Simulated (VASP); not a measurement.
A run of VASP 6.6.1:

INCAR

```
SYSTEM = Al3BP4
PREC     = Accurate       ! precision mode
ENCUT    = 520            ! plane-wave cutoff, eV
EDIFF    = 1E-6           ! SCF threshold, eV
ISMEAR   = -1             ! smearing method
SIGMA    = 0.02           ! smearing width, eV
LREAL    = .False.        ! projectors in reciprocal space
LASPH    = .True.         ! aspherical terms in the spheres
NELM     = 100            ! most SCF steps
ALGO     = Normal         ! electronic algorithm
ISIF     = 2              ! what is computed and relaxed
LWAVE    = .False.        ! write WAVECAR
LCHARG   = .False.        ! write CHGCAR
GGA      = PE             ! functional
NBANDS   = 26             ! bands
```

Contents of KPOINTS:

```
Automatic mesh
0
Gamma
  6 4 4
  0 0 0
```

The input POSCAR:

```
Al3BP4
1.0
    3.7150076672      0.0000000000      0.0000000000
    0.0000000000      3.7404468987      5.3247219503
    0.0000000000     -3.7404468987      5.3247219503
B Al P
1 3 4
Direct
    0.0000000000     -0.0023750869     -0.0023750869
    0.5000000000     -0.0002477145      0.5014180593
    0.5000000000      0.5014180593     -0.0002477145
    0.0000000000      0.4971924192      0.4971924192
    0.5000000000      0.1064228559      0.1064228559
    0.0000000000      0.1115522980      0.6621458289
    0.0000000000      0.6621458289      0.1115522980
    0.5000000000      0.6238913401      0.6238913401
```

Potentials or basis: VASP PAW PBE potentials, release 64 (B, Al, P).

Command:

```sh
$ cat potpaw_PBE.64/B/POTCAR potpaw_PBE.64/Al/POTCAR potpaw_PBE.64/P/POTCAR > POTCAR
$ mpirun -np 1 vasp_std > vasp.out
```

Hardware: 1 thread of Intel(R) Xeon(R) 6975P-C (Granite Rapids) (shared host).

Estimate the wall time of this run.

Wall time 44 s on 1 thread of Intel(R) Xeon(R) 6975P-C (Granite Rapids), with other jobs on the host, peak memory 0.28 GiB. Counts: scf iterations 14, k points 28.
